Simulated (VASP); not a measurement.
# Bi (Fd-3m) in VASP: further runs

The runs below take Bi through single point, with BLYP.

Program: VASP 6.6.1. These are calculated values, not measurements. Logs are shortened: lines on timing, memory, paths and dates and some standing lists are left out, and cuts for length are marked.

## 1. The cell of the first run

The structure is cubic, space group Fd-3m (No. 227). The conventional cell has a = 7.132 Å, b = 7.132 Å, c = 7.132 Å, α = 90.00°, β = 90.00°, γ = 90.00°. Bi (site symmetry -43m) has 4 Bi at 3.09 Å within 4.1 Å.

## 2. Single point, BLYP (volume scaled by 0.88)

INCAR

```
AGGAC    = 1.0          
AGGAX    = 1.0          
ALDAC    = 0.0          
ALDAX    = 1.0          
ALGO     = Normal         # electronic algorithm
EDIFF    = 1E-7           # SCF threshold, eV
ENCUT    = 520            # plane-wave cutoff, eV
GGA      = B5             # functional
ISIF     = 2              # what is computed and relaxed
ISMEAR   = -1             # smearing method
LASPH    = True           # aspherical terms in the spheres
LCHARG   = False          # write CHGCAR
LREAL    = False          # projectors in reciprocal space
LWAVE    = False          # write WAVECAR
NBANDS   = 22             # bands
NELM     = 60             # most SCF steps
PREC     = Accurate       # precision mode
SIGMA    = 0.1            # smearing width, eV
```

KPOINTS

```
k-points
0
Gamma
  8 8 8
```

POSCAR

```
Bi
1.0
    0.0000000000      3.5660112503      3.5660112503
    3.5660112503      0.0000000000      3.5660112503
    3.5660112503      3.5660112503      0.0000000000
Bi
2
Direct
    0.1250000000      0.1250000000      0.1250000000
    0.8750000000      0.8750000000      0.8750000000
```

Potentials or basis: VASP PAW PBE potentials, release 64 (Bi_d).

Launch:

```sh
$ cat potpaw_PBE.64/Bi_d/POTCAR > POTCAR
$ mpirun -np 1 vasp_std > vasp.out
```

OUTCAR:

```text
EDIFF = 1E-7
   ENCUT = 520
   GGA = B5
   ISIF = 2
   ISMEAR = -1
   LASPH = True
   LREAL = False
   NELM = 60
   PREC = Accurate

 ion  position               nearest neighbor table
   1  0.125  0.125  0.125-   2 3.09   2 3.09   2 3.09   2 3.09
   2  0.875  0.875  0.875-   1 3.09   1 3.09   1 3.09   1 3.09

  LATTYP: Found a face centered cubic cell.
 ALAT       =     7.1320225006

  Lattice vectors:

 A1 = (   0.0000000000,   3.5660112503,   3.5660112503)
 A2 = (   3.5660112503,   0.0000000000,   3.5660112503)
 A3 = (   3.5660112503,   3.5660112503,   0.0000000000)

Analysis of symmetry for initial positions (statically):
=====================================================================
 Subroutine PRICEL returns:
 Original cell was already a primitive cell.

 Routine SETGRP: Setting up the symmetry group for a
 face centered cubic supercell.

 Subroutine GETGRP returns: Found 48 space group operations
 (whereof 12 operations were pure point group operations)
 out of a pool of 48 trial point group operations.

The static configuration has the point symmetry D_3d.
 The point group associated with its full space group is O_h .

Analysis of symmetry for dynamics (positions and initial velocities):
=====================================================================
 Subroutine PRICEL returns:
 Original cell was already a primitive cell.

 Routine SETGRP: Setting up the symmetry group for a
 face centered cubic supercell.

 Subroutine GETGRP returns: Found 48 space group operations
 (whereof 12 operations were pure point group operations)
 out of a pool of 48 trial point group operations.

The dynamic configuration has the point symmetry D_3d.
 The point group associated with its full space group is O_h .

 Subroutine INISYM returns: Found 48 space group operations
 (whereof 12 operations are pure point group operations),
 and found     1 'primitive' translations

----------------------------------------------------------------------------------------

                                     Primitive cell

  volume of cell :      90.6939

  direct lattice vectors                    reciprocal lattice vectors
     0.000000000  3.566011250  3.566011250    -0.140212682  0.140212682  0.140212682
     3.566011250  0.000000000  3.566011250     0.140212682 -0.140212682  0.140212682
     3.566011250  3.566011250  0.000000000     0.140212682  0.140212682 -0.140212682

  length of vectors
     5.043101474  5.043101474  5.043101474     0.242855488  0.242855488  0.242855488

  position of ions in fractional coordinates (direct lattice)
     0.125000000  0.125000000  0.125000000
     0.875000000  0.875000000  0.875000000

  ion indices of the primitive-cell ions
   primitive index   ion index
                 1           1
                 2           2

----------------------------------------------------------------------------------------

 KPOINTS: k-points

Automatic generation of k-mesh.
 Grid dimensions read from file:
 generate k-points for:    8    8    8

 Generating k-lattice:

  Cartesian coordinates                     Fractional coordinates (reciprocal lattice)
    -0.017526585  0.017526585  0.017526585     0.125000000  0.000000000  0.000000000
     0.017526585 -0.017526585  0.017526585     0.000000000  0.125000000  0.000000000
     0.017526585  0.017526585 -0.017526585     0.000000000  0.000000000  0.125000000

  Length of vectors
     0.030356936  0.030356936  0.030356936

  Shift w.r.t. Gamma in fractional coordinates (k-lattice)
     0.000000000  0.000000000  0.000000000

 Subroutine IBZKPT returns following result:
 ===========================================

 Found     29 irreducible k-points:

 Following reciprocal coordinates:
            Coordinates               Weight
  0.000000  0.000000  0.000000      1.000000
  0.125000  0.000000  0.000000      8.000000
  0.250000  0.000000  0.000000      8.000000
  0.375000  0.000000  0.000000      8.000000
  0.500000  0.000000  0.000000      4.000000
  0.125000  0.125000  0.000000      6.000000
[... 16 lines left out ...]
  0.500000  0.250000  0.125000     48.000000
 -0.375000  0.250000  0.125000     24.000000
 [... further k-points ...]
   k-points           NKPTS =     29   k-points in BZ     NKDIM =     29   number of bands    NBANDS=     22
   number of dos      NEDOS =    301   number of ions     NIONS =      2
   total plane-waves  NPLWV =  64000
   dimension x,y,z NGX =    40 NGY =   40 NGZ =   40
   dimension x,y,z NGXF=    80 NGYF=   80 NGZF=   80
   ions per type =               2
   NGX,Y,Z   is equivalent  to a cutoff of  13.19, 13.19, 13.19 a.u.
   NGXF,Y,Z  is equivalent  to a cutoff of  26.37, 26.37, 26.37 a.u.
 SYSTEM =  unknown system
   PREC   = accura    normal or accurate (medium, high low for compatibility)
   ISTART =      0    job   : 0-new  1-cont  2-samecut
   ICHARG =      2    charge: 1-file 2-atom 10-const
   ISPIN  =      1    spin polarized calculation?
[... 30 lines left out ...]
   GGA     = B5    functional components
   LHFCALC =     F    Hartree Fock is set to
   AEXX    =    0.0000 exact exchange contribution
   IVDW    =     0    specifies the selected vdW correction
   LEPSILON=     F    determine dielectric tensor
   LRPA    =     F    only Hartree local field effects (RPA)
 non-spin polarized calculation
  energy-cutoff  :      520.00
  volume of cell :       90.69
 maximum number of plane-waves:      2468
 NGX is ok and might be reduce to    40
   NGX = 19   NGY = 19   NGZ = 19

 number of electron      30.0000009 magnetization

 Free energy of the ion-electron system (eV)
  ---------------------------------------------------
  ext. energy  EPLUGINS =         0.00000000
  ---------------------------------------------------
  free energy    TOTEN  =        -6.23667569 eV

  energy without entropy =       -6.19692361  energy(sigma->0) =       -6.21679965

 E-fermi :   4.5385     XC(G=0):  -7.6042

 val. band max:        4.4393633911   @ k =   0.2500   0.2500   0.0000
 cond. band min:       4.5971465393   @ k =  -0.3750   0.5000   0.1250
 fundamental gap:      0.1577831482
 Fermi energy:         4.5385362741

 k-point     1 :       0.0000    0.0000    0.0000
  band No.  band energies     occupation
      1     -18.2395      2.00000
      2     -18.2395      2.00000
      3     -18.2395      2.00000
      4     -18.1878      2.00000
      5     -18.1878      2.00000
      6     -17.9898      2.00000
[... 14 lines left out ...]
     21      11.6618      0.00000
     22      12.0578      0.00000

 k-point     2 :       0.1250    0.0000    0.0000
  band No.  band energies     occupation
      1     -18.2456      2.00000
      2     -18.2456      2.00000
      3     -18.2367      2.00000
      4     -18.1792      2.00000
      5     -18.1792      2.00000
      6     -18.0042      2.00000
[... 14 lines left out ...]
     21      11.0376      0.00000
     22      11.6875      0.00000

 k-point     3 :       0.2500    0.0000    0.0000
  band No.  band energies     occupation
      1     -18.2553      2.00000
      2     -18.2553      2.00000
      3     -18.2296      2.00000
      4     -18.1637      2.00000
      5     -18.1637      2.00000
      6     -18.0198      2.00000
[... 14 lines left out ...]
     21      10.8044      0.00000
     22      11.6378      0.00000

 k-point     4 :       0.3750    0.0000    0.0000
  band No.  band energies     occupation
      1     -18.2617      2.00000
      2     -18.2617      2.00000
      3     -18.2219      2.00000
      4     -18.1522      2.00000
      5     -18.1522      2.00000
      6     -18.0298      2.00000
[... 14 lines left out ...]
     21      11.2174      0.00000
     22      11.9941      0.00000

 k-point     5 :       0.5000    0.0000    0.0000
  band No.  band energies     occupation
      1     -18.2638      2.00000
      2     -18.2638      2.00000
      3     -18.2185      2.00000
      4     -18.1484      2.00000
      5     -18.1484      2.00000
      6     -18.0329      2.00000
[... 417 lines left out ...]
 k-point    22 :       0.3750    0.2500    0.1250
  band No.  band energies     occupation
      1     -18.2654      2.00000
      2     -18.2643      2.00000
      3     -18.2179      2.00000
      4     -18.1558      2.00000
      5     -18.1343      2.00000
      6     -18.0615      2.00000
[... 14 lines left out ...]
     21      11.5978      0.00000
     22      13.2324      0.00000

 k-point    23 :       0.5000    0.2500    0.1250
  band No.  band energies     occupation
      1     -18.2776      2.00000
      2     -18.2700      2.00000
      3     -18.1964      2.00000
      4     -18.1415      2.00000
      5     -18.1215      2.00000
      6     -18.0722      2.00000
[... 14 lines left out ...]
     21      11.8959      0.00000
     22      12.5737      0.00000

 k-point    24 :      -0.3750    0.2500    0.1250
  band No.  band energies     occupation
      1     -18.2824      2.00000
      2     -18.2718      2.00000
      3     -18.1860      2.00000
      4     -18.1311      2.00000
      5     -18.1216      2.00000
      6     -18.0700      2.00000
[... 14 lines left out ...]
     21      11.9176      0.00000
     22      12.2160      0.00000

 [... further k-points ...]
[... 5 lines left out ...]
  --------------------------------------------------------------------------------------
  -------------------------------------------------------------------------------------
  Total        2.4598285      2.4598285      2.4598285      0.0000000      0.0000000      0.0000000
  in kB       43.4547537     43.4547537     43.4547537      0.0000000      0.0000000      0.0000000
  external PRESSURE =      43.4547537 kB  Pullay stress =       0.0000000 kB

 VOLUME and BASIS-vectors are now :
 -----------------------------------------------------------------------------
  energy-cutoff  :      520.00
  volume of cell :       90.69
      direct lattice vectors                 reciprocal lattice vectors
     0.000000000  3.566011250  3.566011250    -0.140212682  0.140212682  0.140212682
     3.566011250  0.000000000  3.566011250     0.140212682 -0.140212682  0.140212682
     3.566011250  3.566011250  0.000000000     0.140212682  0.140212682 -0.140212682

 POSITION                                       TOTAL-FORCE (eV/Angst)
 -----------------------------------------------------------------------------------
      0.89150      0.89150      0.89150         0.000000      0.000000      0.000000
      6.24052      6.24052      6.24052        -0.000000     -0.000000     -0.000000
 -----------------------------------------------------------------------------------
    total drift:                                0.000000      0.000000      0.000000

  FREE ENERGIE OF THE ION-ELECTRON SYSTEM (eV)
  ---------------------------------------------------
  free  energy   TOTEN  =        -6.2366756860 eV

  energy  without entropy=       -6.1969236141  energy(sigma->0) =       -6.21679965
```

Wall time 94 s (1 thread of Intel Xeon Platinum 8488C (Sapphire Rapids), shared host); peak memory 0.24 GiB.

What came out:

```yaml
Free_energy: -6.2367 eV
Pressure: 4.3 GPa
Band_gap_on_the_k_mesh: zero (band 15 reaches 5.19 eV, above the bottom of band 16 at 4.13 eV)
```

Caveat: the cell differs from its parent crystal (volume scaled by 0.88); the PAW data sets were made with another functional, which shifts forces and pressure a little; spin-orbit coupling is left out, which moves the levels of the heavy elements.

## 3. Single point, BLYP (volume scaled by 0.92)

INCAR

```
SYSTEM = Bi
AGGAC = 1.0 ; AGGAX = 1.0
ALDAC = 0.0 ; ALDAX = 1.0
ALGO = Normal ; EDIFF = 1E-6
ENCUT = 520 ; GGA = B5
ISIF = 2 ; ISMEAR = -1
LASPH = .True. ; LCHARG = .True.
LELF = .True. ; LREAL = .False.
LVHAR = .True. ; LWAVE = .False.
NBANDS = 22 ; NELM = 60
PREC = Accurate ; SIGMA = 0.1
```

KPOINTS

```
k-points
0
Gamma
  8 8 8
  0 0 0
```

POSCAR

```
Bi
1.0
    0.0000000000      3.6192431468      3.6192431468
    3.6192431468      0.0000000000      3.6192431468
    3.6192431468      3.6192431468      0.0000000000
Bi
2
Direct
    0.1250000000      0.1250000000      0.1250000000
    0.8750000000      0.8750000000      0.8750000000
```

Potentials or basis: VASP PAW PBE potentials, release 64 (Bi_d).

Launch:

```sh
$ cat potpaw_PBE.64/Bi_d/POTCAR > POTCAR
$ mpirun -np 1 vasp_std > vasp.out
```

Wall time 87 s (1 thread of Intel Xeon Platinum 8488C (Sapphire Rapids), shared host); peak memory 0.25 GiB.

Results (log left out):

* Free energy: -6.3268 eV
* Pressure: 2.6 GPa
* Band gap on the k mesh: zero (band 15 reaches 4.72 eV, above the bottom of band 16 at 3.76 eV)

Levels at points of the mesh, in eV from the Fermi level:
| k point | band 11 | band 12 | band 13 | band 14 | band 15 | band 16 | band 17 | band 18 | band 19 | band 20 |
| --- | --- | --- | --- | --- | --- | --- | --- | --- | --- | --- |
| (0.00, 0.00, 0.00) | -12.51 | -7.86 | -1.30 | -1.30 | -1.30 | 0.85 | 0.85 | 0.85 | 3.56 | 7.05 |
| (0.50, 0.00, 0.00) | -11.61 | -9.55 | -2.36 | -2.08 | -2.08 | 1.90 | 1.90 | 3.78 | 5.33 | 6.56 |
| (0.50, 0.50, 0.00) | -10.66 | -10.66 | -2.92 | -2.92 | -0.37 | -0.37 | 4.25 | 4.25 | 6.20 | 6.20 |

Caveat: the cell differs from its parent crystal (volume scaled by 0.92); the PAW data sets were made with another functional, which shifts forces and pressure a little; spin-orbit coupling is left out, which moves the levels of the heavy elements.

## 4. Single point, BLYP (volume scaled by 0.96)

INCAR

```
PREC = Accurate
ENCUT = 520
EDIFF = 1E-6
ISMEAR = -1
SIGMA = 0.1
LREAL = False
LASPH = True
NELM = 60
ALGO = Normal
ISIF = 2
LWAVE = False
LCHARG = True
GGA = B5
ALDAX = 1.0
AGGAX = 1.0
AGGAC = 1.0
ALDAC = 0.0
LELF = True
LVHAR = True
NBANDS = 22
```

KPOINTS

```
Automatic mesh
0
Gamma
  8 8 8
```

POSCAR

```
Bi
1.0
    0.0000000000      3.6709536067      3.6709536067
    3.6709536067      0.0000000000      3.6709536067
    3.6709536067      3.6709536067      0.0000000000
Bi
2
Direct
    0.1250000000      0.1250000000      0.1250000000
    0.8750000000      0.8750000000      0.8750000000
```

Launch:

```sh
$ cat potpaw_PBE.64/Bi_d/POTCAR > POTCAR
$ mpirun -np 1 vasp_std > vasp.out
```

Run time: 89 s. Hardware: 1 thread of Intel Xeon Platinum 8488C (Sapphire Rapids), shared host; peak memory 0.25 GiB.

Results (log left out):

```yaml
Free_energy: -6.3766 eV
Pressure: 1.2 GPa
Band_gap_on_the_k_mesh: zero (band 15 reaches 4.29 eV, above the bottom of band 16 at 3.42 eV)
```

Levels at points of the mesh, in eV from the Fermi level:
```
           k point  band 12  band 13  band 14  band 15  band 16  band 17  band 18  band 19
(0.00, 0.00, 0.00)    -8.00    -1.24    -1.24    -1.24     0.86     0.86     0.86     3.56
(0.50, 0.00, 0.00)    -9.53    -2.27    -1.99    -1.99     1.87     1.87     3.55     5.35
(0.50, 0.50, 0.00)   -10.56    -2.77    -2.77    -0.34    -0.34     4.06     4.06     6.08
```

Caveat: the cell differs from its parent crystal (volume scaled by 0.96); the PAW data sets were made with another functional, which shifts forces and pressure a little; spin-orbit coupling is left out, which moves the levels of the heavy elements.

## 5. Single point, BLYP

This run uses another cell than the first one, of 51.53 Å³/atom, 1.136 times its volume.

INCAR

```
SYSTEM = Bi
  PREC = Accurate
  ENCUT = 520
  EDIFF = 1E-7
  ISMEAR = -1
  SIGMA = 0.1
  LREAL = .False.
  LASPH = .True.
  NELM = 100
  ALGO = Normal
  ISIF = 2
  LWAVE = .False.
  LCHARG = .False.
  GGA = B5
  ALDAX = 1.0
  AGGAX = 1.0
  AGGAC = 1.0
  ALDAC = 0.0
  NBANDS = 22
```

KPOINTS

```
regular mesh
0
Gamma
  8 8 8
  0 0 0
```

POSCAR

```
Bi
1.0
    0.0000000000      3.7212468920      3.7212468920
    3.7212468920      0.0000000000      3.7212468920
    3.7212468920      3.7212468920      0.0000000000
Bi
2
Direct
    0.1250000000      0.1250000000      0.1250000000
    0.8750000000      0.8750000000      0.8750000000
```

Launch:

```sh
$ cat potpaw_PBE.64/Bi_d/POTCAR > POTCAR
$ mpirun -np 1 vasp_std > vasp.out
```

Run time: 93 s. Hardware: 1 thread of Intel Xeon Platinum 8488C (Sapphire Rapids), shared host; peak memory 0.24 GiB.

It converged, with:

```yaml
Free_energy: -6.3939 eV
Pressure: 0.1 GPa
Band_gap_on_the_k_mesh: zero (band 15 reaches 3.89 eV, above the bottom of band 16 at 3.10 eV)
```

Levels at points of the mesh, in eV from the Fermi level:
| k point | band 12 | band 13 | band 14 | band 15 | band 16 | band 17 | band 18 | band 19 |
| --- | --- | --- | --- | --- | --- | --- | --- | --- |
| (0.00, 0.00, 0.00) | -8.13 | -1.19 | -1.19 | -1.19 | 0.87 | 0.87 | 0.87 | 3.57 |
| (0.50, 0.00, 0.00) | -9.51 | -2.18 | -1.90 | -1.90 | 1.84 | 1.84 | 3.34 | 5.36 |
| (0.50, 0.50, 0.00) | -10.48 | -2.64 | -2.64 | -0.31 | -0.31 | 3.87 | 3.87 | 5.97 |

Caveat: the PAW data sets were made with another functional, which shifts forces and pressure a little; spin-orbit coupling is left out, which moves the levels of the heavy elements.

## 6. Single point, BLYP (volume scaled by 1.04)

INCAR

```
PREC     = Accurate       # precision mode
ENCUT    = 520            # plane-wave cutoff, eV
EDIFF    = 1E-6           # SCF threshold, eV
ISMEAR   = -1             # smearing method
SIGMA    = 0.1            # smearing width, eV
LREAL    = False          # projectors in reciprocal space
LASPH    = True           # aspherical terms in the spheres
NELM     = 60             # most SCF steps
ALGO     = Normal         # electronic algorithm
ISIF     = 2              # what is computed and relaxed
LWAVE    = False          # write WAVECAR
LCHARG   = False          # write CHGCAR
GGA      = B5             # functional
ALDAX    = 1.0          
AGGAX    = 1.0          
AGGAC    = 1.0          
ALDAC    = 0.0          
NBANDS   = 22             # bands
```

KPOINTS

```
regular mesh
0
Gamma
  8 8 8
```

POSCAR

```
Bi
1.0
    0.0000000000      3.7702162826      3.7702162826
    3.7702162826      0.0000000000      3.7702162826
    3.7702162826      3.7702162826      0.0000000000
Bi
2
Direct
    0.1250000000      0.1250000000      0.1250000000
    0.8750000000      0.8750000000      0.8750000000
```

Potentials or basis: VASP PAW PBE potentials, release 64 (Bi_d).

Launch:

```sh
$ cat potpaw_PBE.64/Bi_d/POTCAR > POTCAR
$ mpirun -np 1 vasp_std > vasp.out
```

Wall time 81 s (1 thread of Intel Xeon Platinum 8488C (Sapphire Rapids), shared host); peak memory 0.25 GiB.

It converged, with:

- Free energy: -6.3850 eV
- Pressure: -0.8 GPa
- Band gap on the k mesh: zero (band 15 reaches 3.53 eV, above the bottom of band 16 at 2.81 eV)

Levels at points of the mesh, in eV from the Fermi level:
| k point | band 12 | band 13 | band 14 | band 15 | band 16 | band 17 | band 18 | band 19 |
| --- | --- | --- | --- | --- | --- | --- | --- | --- |
| (0.00, 0.00, 0.00) | -8.25 | -1.15 | -1.15 | -1.15 | 0.87 | 0.87 | 0.87 | 3.56 |
| (0.50, 0.00, 0.00) | -9.50 | -2.10 | -1.81 | -1.81 | 1.81 | 1.81 | 3.14 | 5.37 |
| (0.50, 0.50, 0.00) | -10.41 | -2.52 | -2.52 | -0.28 | -0.28 | 3.70 | 3.70 | 5.87 |

Caveat: the cell differs from its parent crystal (volume scaled by 1.04); the PAW data sets were made with another functional, which shifts forces and pressure a little; spin-orbit coupling is left out, which moves the levels of the heavy elements.

## 7. Summary

```csv
cell,gap on the mesh (eV),pressure (GPa)
"a = 5.043 Å, angles 60.0°, 2 atoms",none,4.3
"a = 5.118 Å, angles 60.0°, 2 atoms",none,2.6
"a = 5.192 Å, angles 60.0°, 2 atoms",none,1.2
"a = 5.263 Å, angles 60.0°, 2 atoms",none,0.1
"a = 5.332 Å, angles 60.0°, 2 atoms",none,-0.8
```

Alike in all rows: task single point; level BLYP; potentials or basis VASP PAW PBE potentials, release 64 (Bi_d); no spin polarisation; k mesh 8 × 8 × 8; cutoff (eV) 520; smearing fermi-dirac 0.1 eV.

Caveats: the PAW data sets were made with another functional, which shifts forces and pressure a little; spin-orbit coupling is left out, which moves the levels of the heavy elements.

Absolute energies hang on the potentials; compare differences alone.
